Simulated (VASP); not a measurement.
Crystal: Ti7Si16.

```
Ti Si
1.0
     0.00000    0.00000   -7.15844
    -1.77380   -6.78034   -3.57922
    -7.09522    0.00000   -3.57922
Ti Si
7 16
Cartesian
  -1.7950 -5.3770 -4.4951
  -1.7718 -5.3964 -8.0576
  -5.3049 -5.4301 -11.6048
  -5.3243 -5.3956 -8.0410
  -3.5280 -1.4054 -2.7007
  -7.0935 -1.3957 -9.8460
  -7.1051 -1.4149 -6.3054
  -1.7806 -0.7820 -4.4928
  -1.7565 -0.8543 -8.0598
  -5.3335 -0.7865 -4.4952
  -5.3387 -0.7875 -8.0443
  -3.5430 -5.9687 -9.8150
  -3.5512 -5.9740 -6.2581
  -7.0897 -5.9645 -9.8303
  -7.1008 -5.9752 -6.2637
  -3.5477 -3.4164 -8.0258
  -3.5592 -3.3884 -4.4654
  -7.0744 -3.3701 -8.0661
  -7.1272 -3.3495 -11.6281
  -1.7618 -3.3925 -6.2636
  -1.7857 -3.3848 -2.6867
  -5.3079 -3.3667 -6.2416
  -5.3248 -3.4062 -9.8752
```

- Program: VASP 6.6.1
- Task: relaxation of cell and atoms
- Functional: PBE
- Potentials or basis: VASP PAW PBE potentials, release 64 (Ti_sv, Si)
- Cutoff: 500 eV
- k mesh: 2 × 2 × 2, shifted
- Occupations: gaussian, width 0.1 eV
- Spin: no spin polarisation

At the start: pressure -0.7 GPa; volume 14.97 Å³/atom.

**Question.** How do energy, volume and symmetry change on relaxing?

**Answer.** Over 12 steps the energy falls by 20.2 meV/atom and the volume is 14.76 Å³/atom (-1.5 %); space group P1 (No. 1, to 0.1 Å) before, Cm (No. 8, to 0.1 Å).

The path:
```tsv
step	energy change (eV)	largest force (eV/Å)	pressure (GPa)	volume (Å³)
1	0.0000	0.8880	-0.68	344.38
2	-0.2493	0.6207	0.10	341.20
3	-0.3275	0.5543	1.07	338.18
4	-0.4147	0.2466	-0.93	342.24
5	-0.4147	0.2449	-0.99	342.37
6	-0.4496	0.1843	0.34	338.53
7	-0.4496	0.1852	0.32	338.61
8	-0.4599	0.0976	-0.02	339.36
9	-0.4601	0.0860	-0.08	339.49
10	-0.4629	0.0427	0.03	339.20
11	-0.4631	0.0514	0.06	339.12
12	-0.4639	0.0243	-0.04	339.38
```

Final structure:
```
Ti Si
1.0
    -0.02351   -0.00986   -7.11848
    -1.77409   -6.74170   -3.57443
    -7.08701    0.00186   -3.58253
Ti Si
7 16
Cartesian
  -1.7817 -5.3281 -4.4733
  -1.7992 -5.3442 -8.0053
  -5.3386 -5.3666 -11.6293
  -5.3033 -5.3503 -7.9890
  -3.5568 -1.3736 -2.6815
  -7.1011 -1.3526 -9.8333
  -7.1011 -1.3578 -6.2522
  -1.8825 -0.8831 -4.5396
  -1.9030 -0.8772 -7.9321
  -5.2197 -0.8574 -4.5468
  -5.2502 -0.8473 -7.9595
  -3.5940 -5.9685 -9.8091
  -3.5336 -6.0502 -6.2462
  -7.0705 -5.9541 -9.8157
  -7.1133 -5.9985 -6.2660
  -3.5542 -3.3042 -7.9922
  -3.5429 -3.2896 -4.4822
  -7.1028 -3.3694 -8.0481
  -7.1083 -3.3562 -11.6050
  -1.7953 -3.3150 -6.2329
  -1.7843 -3.3853 -2.6826
  -5.3069 -3.2986 -6.2530
  -5.3396 -3.3901 -9.8116
```
